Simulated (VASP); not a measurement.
# Ti (Im-3m) in VASP: a series of runs

Aim: see how the results for Ti move with the level of theory and the settings. Levels: RPBE, revPBE. Tasks: single point.

All numbers are computed with VASP 6.6.1; they aren't measurements. Logs are shortened: lines on timing, memory, paths and dates and some standing lists are left out, and cuts for length are marked.

## 1. The cell of the first run

It takes space group Im-3m (No. 229, cubic). The conventional cell has a = 3.289 Å, b = 3.289 Å, c = 3.289 Å, α = 90.00°, β = 90.00°, γ = 90.00°. Ti (site symmetry m-3m) has 14 Ti at 2.85 to 3.29 Å within 3.8 Å.

## 2. Single point, RPBE

Input file INCAR:

```
SYSTEM = Ti
PREC = Accurate
ENCUT = 520
EDIFF = 1E-6
ISMEAR = -1
SIGMA = 0.05
LREAL = .False.
LASPH = .True.
NELM = 80
ALGO = Normal
ISIF = 2
LWAVE = .False.
LCHARG = .False.
GGA = RP
NBANDS = 12
```

Input file KPOINTS:

```
regular mesh
0
Gamma
  11 11 11
  0 0 0
```

Input file POSCAR:

```
Ti
1.0
   -1.6445980434      1.6445980434      1.6445980434
    1.6445980434     -1.6445980434      1.6445980434
    1.6445980434      1.6445980434     -1.6445980434
Ti
1
Direct
    0.0000000000      0.0000000000      0.0000000000
```

Potentials or basis: VASP PAW PBE potentials, release 64 (Ti_sv).

The run is started by

```sh
$ cat potpaw_PBE.64/Ti_sv/POTCAR > POTCAR
$ mpirun -np 1 vasp_std > vasp.out
```

OUTCAR:

```text
SYSTEM = Ti
   PREC = Accurate
   ENCUT = 520
   EDIFF = 1E-6
   ISMEAR = -1
   LREAL = .False.
   LASPH = .True.
   NELM = 80
   ISIF = 2
   GGA = RP

 ion  position               nearest neighbor table
   1  0.000  0.000  0.000-

  LATTYP: Found a body centered cubic cell.
 ALAT       =     3.2891960868

  Lattice vectors:

 A1 = (  -1.6445980434,   1.6445980434,   1.6445980434)
 A2 = (   1.6445980434,  -1.6445980434,   1.6445980434)
 A3 = (   1.6445980434,   1.6445980434,  -1.6445980434)

Analysis of symmetry for initial positions (statically):
=====================================================================
 Subroutine PRICEL returns:
 Original cell was already a primitive cell.

 Routine SETGRP: Setting up the symmetry group for a
 body centered cubic supercell.

 Subroutine GETGRP returns: Found 48 space group operations
[... 9 lines left out ...]

 Routine SETGRP: Setting up the symmetry group for a
 body centered cubic supercell.

 Subroutine GETGRP returns: Found 48 space group operations
[... 11 lines left out ...]
                                     Primitive cell

  volume of cell :      17.7926

  direct lattice vectors                    reciprocal lattice vectors
    -1.644598043  1.644598043  1.644598043     0.000000000  0.304025657  0.304025657
     1.644598043 -1.644598043  1.644598043     0.304025657  0.000000000  0.304025657
     1.644598043  1.644598043 -1.644598043     0.304025657  0.304025657  0.000000000

  length of vectors
     2.848527369  2.848527369  2.848527369     0.429957207  0.429957207  0.429957207

  position of ions in fractional coordinates (direct lattice)
     0.000000000  0.000000000  0.000000000

  ion indices of the primitive-cell ions
   primitive index   ion index
                 1           1

----------------------------------------------------------------------------------------

 KPOINTS: regular mesh

Automatic generation of k-mesh.
 Grid dimensions read from file:
 generate k-points for:   11   11   11

 Generating k-lattice:

  Cartesian coordinates                     Fractional coordinates (reciprocal lattice)
     0.000000000  0.027638696  0.027638696     0.090909091  0.000000000  0.000000000
     0.027638696  0.000000000  0.027638696     0.000000000  0.090909091  0.000000000
     0.027638696  0.027638696  0.000000000     0.000000000  0.000000000  0.090909091

  Length of vectors
     0.039087019  0.039087019  0.039087019

  Shift w.r.t. Gamma in fractional coordinates (k-lattice)
     0.000000000  0.000000000  0.000000000

 Subroutine IBZKPT returns following result:
 ===========================================

 Found     56 irreducible k-points:

 Following reciprocal coordinates:
            Coordinates               Weight
  0.000000  0.000000  0.000000      1.000000
  0.090909  0.000000  0.000000     12.000000
  0.181818  0.000000  0.000000     12.000000
  0.272727  0.000000  0.000000     12.000000
  0.363636  0.000000  0.000000     12.000000
  0.454545  0.000000  0.000000     12.000000
[... 16 lines left out ...]
  0.272727  0.181818  0.090909     48.000000
  0.363636  0.181818  0.090909     24.000000
 [... further k-points ...]
   k-points           NKPTS =     56   k-points in BZ     NKDIM =     56   number of bands    NBANDS=     12
   number of dos      NEDOS =    301   number of ions     NIONS =      1
   total plane-waves  NPLWV =  13824
   dimension x,y,z NGX =    24 NGY =   24 NGZ =   24
   dimension x,y,z NGXF=    48 NGYF=   48 NGZF=   48
   ions per type =               1
   NGX,Y,Z   is equivalent  to a cutoff of  14.01, 14.01, 14.01 a.u.
   NGXF,Y,Z  is equivalent  to a cutoff of  28.01, 28.01, 28.01 a.u.
 SYSTEM =  Ti
   PREC   = accura    normal or accurate (medium, high low for compatibility)
   ISTART =      0    job   : 0-new  1-cont  2-samecut
   ICHARG =      2    charge: 1-file 2-atom 10-const
   ISPIN  =      1    spin polarized calculation?
   LNONCOLLINEAR =      F non collinear calculations
   LSORBIT =      F    spin-orbit coupling
   LASPH  =      T    aspherical Exc in radial PAW
   ENCUT  =  520.0 eV  38.22 Ry    6.18 a.u.   5.30  5.30  5.30*2*pi/ulx,y,z
   NELM   =     80;   NELMIN=  2; NELMDL= -5     # of ELM steps
   EDIFF  = 0.1E-05   stopping-criterion for ELM
   LREAL  =      F    real-space projection
   EDIFFG = 0.1E-04   stopping-criterion for IOM
   NSW    =      0    number of steps for IOM
   IBRION =     -1    ionic relax: 0-MD 1-quasi-New 2-CG
   NFREE  =      0    steps in history (QN), initial steepest desc. (CG)
   ISIF   =      2    stress and relaxation
   ISYM   =      2    0-nonsym 1-usesym 2-fastsym
   POTIM  = 0.5000    time-step for ionic-motion
   TEBEG  =    0.0;   TEEND  =   0.0 temperature during run
   PSTRESS=    0.0 pullay stress
   NELECT =      12.0000    total number of electrons
   NUPDOWN=      -1.0000    fix difference up-down
   EMIN   =  10.00;   EMAX   =-10.00  energy-range for DOS
   EFERMI =   0.00;   METHOD = LEGACY
   ISMEAR =    -1;   SIGMA  =   0.05  broadening in eV -4-tet -1-fermi 0-gaus
   EFERMI_NEDOS =   21; number of points for ismear=-14 and -15
   IALGO  =     38    algorithm
   IMIX   =      4    mixing-type and parameters
     AMIX     =   0.40;   BMIX     =  1.00
     AMIX_MAG =   1.60;   BMIX_MAG =  1.00
  volume/ion in A,a.u.               =      17.79       120.07
  Fermi-wavevector in a.u.,A,eV,Ry     =   1.435673  2.713028 28.043736  2.061156
  Thomas-Fermi vector in A             =   2.554945
   LORBIT       =      0    0 simple, 1 ext, 2 COOP (PROOUT), +10 PAW based schemes
   GGA     = RP    functional components
   LHFCALC =     F    Hartree Fock is set to
   AEXX    =    0.0000 exact exchange contribution
   IVDW    =     0    specifies the selected vdW correction
   LEPSILON=     F    determine dielectric tensor
   LRPA    =     F    only Hartree local field effects (RPA)
 non-spin polarized calculation
  energy-cutoff  :      520.00
  volume of cell :       17.79
 maximum number of plane-waves:       488
 NGX is ok and might be reduce to    24
   NGX = 11   NGY = 11   NGZ = 11

 number of electron      12.0000002 magnetization

 Free energy of the ion-electron system (eV)
  ---------------------------------------------------
  ext. energy  EPLUGINS =         0.00000000
  ---------------------------------------------------
  free energy    TOTEN  =        -7.33066097 eV

  energy without entropy =       -7.30748252  energy(sigma->0) =       -7.31907175

 E-fermi :   7.9509     XC(G=0): -11.2725

 val. band max:        7.9500466230   @ k =   0.1818   0.0909   0.0909
 cond. band min:       7.9554123290   @ k =   0.3636   0.1818   0.0909
 fundamental gap:      0.0053657060
 Fermi energy:         7.9508719786

 k-point     1 :       0.0000    0.0000    0.0000
  band No.  band energies     occupation
      1     -48.7673      2.00000
      2     -24.5839      2.00000
      3     -24.5839      2.00000
      4     -24.5839      2.00000
      5       2.0329      2.00000
      6       8.9360      0.00000
      7       8.9360      0.00000
      8       8.9360      0.00000
      9      10.6326      0.00000
     10      10.6326      0.00000
     11      25.1533      0.00000
     12      25.1533      0.00000

 k-point     2 :       0.0909    0.0000    0.0000
  band No.  band energies     occupation
      1     -48.7581      2.00000
      2     -24.6347      2.00000
      3     -24.5996      2.00000
      4     -24.5842      2.00000
      5       2.3075      2.00000
      6       8.8137      0.00000
      7       8.8955      0.00000
      8       9.1328      0.00000
      9      10.4997      0.00000
     10      10.6407      0.00000
     11      24.6677      0.00000
     12      25.0847      0.00000

 k-point     3 :       0.1818    0.0000    0.0000
  band No.  band energies     occupation
      1     -48.7333      2.00000
      2     -24.7690      2.00000
      3     -24.6416      2.00000
      4     -24.5850      2.00000
      5       3.0801      2.00000
      6       8.5016      0.00003
      7       8.6802      0.00000
      8       9.6922      0.00000
      9      10.3306      0.00000
     10      10.6760      0.00000
     11      23.1383      0.00000
     12      24.4271      0.00000

 k-point     4 :       0.2727    0.0000    0.0000
  band No.  band energies     occupation
      1     -48.7006      2.00000
      2     -24.9414      2.00000
      3     -24.6961      2.00000
      4     -24.5860      2.00000
      5       4.1662      2.00000
      6       8.1233      0.06157
      7       8.3318      0.00098
      8      10.3868      0.00000
      9      10.5129      0.00000
     10      10.7541      0.00000
     11      20.8097      0.00000
     12      23.1393      0.00000

 k-point     5 :       0.3636    0.0000    0.0000
  band No.  band energies     occupation
      1     -48.6704      2.00000
      2     -25.0965      2.00000
      3     -24.7457      2.00000
      4     -24.5870      2.00000
      5       5.1341      2.00000
      6       7.8012      1.90455
      7       8.3330      0.00096
      8      10.5456      0.00000
      9      10.8616      0.00000
     10      11.3935      0.00000
     11      18.3954      0.00000
     12      21.9424      0.00000
[... 228 lines left out ...]
      1     -48.7491      2.00000
      2     -24.6516      2.00000
      3     -24.6156      2.00000
      4     -24.6156      2.00000
      5       2.5755      2.00000
      6       8.8950      0.00000
      7       8.8950      0.00000
      8       9.1350      0.00000
      9      10.1755      0.00000
     10      10.7962      0.00000
     11      24.1647      0.00000
     12      25.5037      0.00000

 k-point    22 :       0.1818    0.1818    0.0909
  band No.  band energies     occupation
      1     -48.6682      2.00000
      2     -25.0569      2.00000
      3     -24.7361      2.00000
      4     -24.6628      2.00000
      5       5.6752      2.00000
      6       7.5667      1.99908
      7       7.6834      1.99054
      8      10.6395      0.00000
      9      10.8736      0.00000
     10      12.2454      0.00000
     11      19.7968      0.00000
     12      20.0034      0.00000

 k-point    23 :       0.2727    0.1818    0.0909
  band No.  band energies     occupation
      1     -48.6505      2.00000
      2     -25.0860      2.00000
      3     -24.8168      2.00000
      4     -24.6773      2.00000
      5       6.4087      2.00000
      6       7.4157      1.99996
      7       7.7156      1.98206
      8      10.7496      0.00000
      9      10.9674      0.00000
     10      13.3565      0.00000
     11      17.5586      0.00000
     12      19.1322      0.00000

 k-point    24 :       0.3636    0.1818    0.0909
  band No.  band energies     occupation
      1     -48.6440      2.00000
      2     -25.0874      2.00000
      3     -24.8577      2.00000
      4     -24.6813      2.00000
      5       6.5261      2.00000
      6       7.3848      1.99998
      7       7.9554      0.95463
      8      10.8075      0.00000
      9      10.9939      0.00000
     10      14.0868      0.00000
     11      16.3029      0.00000
     12      18.8317      0.00000

 [... further k-points ...]
[... 5 lines left out ...]
  --------------------------------------------------------------------------------------
  -------------------------------------------------------------------------------------
  Total       -0.0256480     -0.0256480     -0.0256480      0.0000000      0.0000000      0.0000000
  in kB       -2.3095406     -2.3095406     -2.3095406      0.0000000      0.0000000      0.0000000
  external PRESSURE =      -2.3095406 kB  Pullay stress =       0.0000000 kB

 VOLUME and BASIS-vectors are now :
 -----------------------------------------------------------------------------
  energy-cutoff  :      520.00
  volume of cell :       17.79
      direct lattice vectors                 reciprocal lattice vectors
    -1.644598043  1.644598043  1.644598043     0.000000000  0.304025657  0.304025657
     1.644598043 -1.644598043  1.644598043     0.304025657  0.000000000  0.304025657
     1.644598043  1.644598043 -1.644598043     0.304025657  0.304025657  0.000000000

 POSITION                                       TOTAL-FORCE (eV/Angst)
 -----------------------------------------------------------------------------------
      0.00000      0.00000      0.00000        -0.000000      0.000000     -0.000000
 -----------------------------------------------------------------------------------
    total drift:                                0.000000      0.000000     -0.000000

  FREE ENERGIE OF THE ION-ELECTRON SYSTEM (eV)
  ---------------------------------------------------
  free  energy   TOTEN  =        -7.3306609706 eV

  energy  without entropy=       -7.3074825215  energy(sigma->0) =       -7.31907175
```

It took 4.3 s on 1 thread of Intel Xeon 6975P-C (Granite Rapids), shared host; peak memory 0.14 GiB.

Results:

```
Free energy            : -7.3307 eV
Pressure               : -0.2 GPa
Band gap on the k mesh : zero (band 6 reaches 8.94 eV, above the bottom of band 7 at 7.38 eV)
```

Caveat: the PAW data sets were made with another functional, which shifts forces and pressure a little.

## 3. Single point, revPBE

This run uses another cell than the first one, of 17.64 Å³/atom, 0.991 times its volume.

Input file INCAR:

```
SYSTEM = Ti
PREC = Accurate ; ENCUT = 520
EDIFF = 1E-6 ; ISMEAR = -1
SIGMA = 0.05 ; LREAL = .FALSE.
LASPH = .TRUE. ; NELM = 60
ALGO = Normal ; ISIF = 2
LWAVE = .FALSE. ; LCHARG = .FALSE.
GGA = RE ; NBANDS = 12
```

Input file KPOINTS:

```
regular mesh
0
G
  11 11 11
  0 0 0
```

Input file POSCAR:

```
Ti
1.0
   -1.6398776897      1.6398776897      1.6398776897
    1.6398776897     -1.6398776897      1.6398776897
    1.6398776897      1.6398776897     -1.6398776897
Ti
1
Direct
    0.0000000000      0.0000000000      0.0000000000
```

Potentials or basis: VASP PAW PBE potentials, release 64 (Ti_sv).

The run is started by

```sh
$ cat potpaw_PBE.64/Ti_sv/POTCAR > POTCAR
$ mpirun -np 1 vasp_std > vasp.out
```

Run time: 4.3 s. Hardware: 1 thread of Intel Xeon 6975P-C (Granite Rapids), shared host; peak memory 0.14 GiB.

It converged, with:

```yaml
Free_energy: -7.4124 eV
Pressure: -0.2 GPa
Band_gap_on_the_k_mesh: zero (band 6 reaches 9.01 eV, above the bottom of band 7 at 7.43 eV)
```

Levels at points of the mesh, in eV from the Fermi level:
```
           k point  band 2  band 3  band 4  band 5  band 6  band 7  band 8  band 9  band 10  band 11
(0.00, 0.00, 0.00)  -32.48  -32.48  -32.48   -5.93    0.99    0.99    0.99    2.71     2.71    17.27
```

Caveat: the PAW data sets were made with another functional, which shifts forces and pressure a little.
